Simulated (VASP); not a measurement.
A run of VASP 6.6.1 is set up as follows.

POSCAR

```
Ag
1.0
    0.0000000000      2.0828140930      2.0828140930
    2.0828140930      0.0000000000      2.0828140930
    2.0828140930      2.0828140930      0.0000000000
Ag
1
Direct
    0.0000000000      0.0000000000      0.0000000000
```

INCAR.step1

```
SYSTEM = Ag
PREC = Accurate ; ENCUT = 470
EDIFF = 1E-5 ; ISMEAR = -1
SIGMA = 0.05 ; LREAL = .False.
LASPH = .True. ; NELM = 120
ALGO = Normal ; ISIF = 2
LWAVE = .True. ; LCHARG = .False.
NBANDS = 16 ; GGA = PE
GGA_COMPAT = .False.
```

File INCAR.step2:

```
SYSTEM = Ag
PREC = Accurate ; ENCUT = 470
EDIFF = 1E-6 ; ISMEAR = -1
SIGMA = 0.05 ; LREAL = .False.
LASPH = .True. ; NELM = 120
ALGO = Normal ; ISIF = 2
LWAVE = .False. ; LCHARG = .False.
GGA = PE ; LHFCALC = .True.
AEXX = 1.0 ; ALDAC = 0.0
AGGAC = 0.0 ; PRECFOCK = Normal
NBANDS = 16 ; ISTART = 1
GGA_COMPAT = .False.
```

Contents of KPOINTS:

```
Automatic mesh
0
Gamma
  6 6 6
  0 0 0
```

Potentials or basis: VASP PAW PBE potentials, release 64 (Ag_sv_GW).

The run is started by

```console
$ cat potpaw_PBE.64/Ag_sv_GW/POTCAR > POTCAR
$ cp INCAR.step1 INCAR
$ mpirun -np 1 vasp_std > vasp.out
$ cp INCAR.step2 INCAR
$ mpirun -np 1 vasp_std > vasp.out
```

Q: What does it give for the pressure?

A: 9.9 GPa.

Q: What does it give for the band gap on the k mesh?

A: Zero (an odd number of electrons rules out a gap without spin polarisation).

Caveat: the k points lie up to 0.44 Å⁻¹ apart, too coarse for converged energies and pressures of a metal; the PAW data sets were made with another functional, which shifts forces and pressure a little.
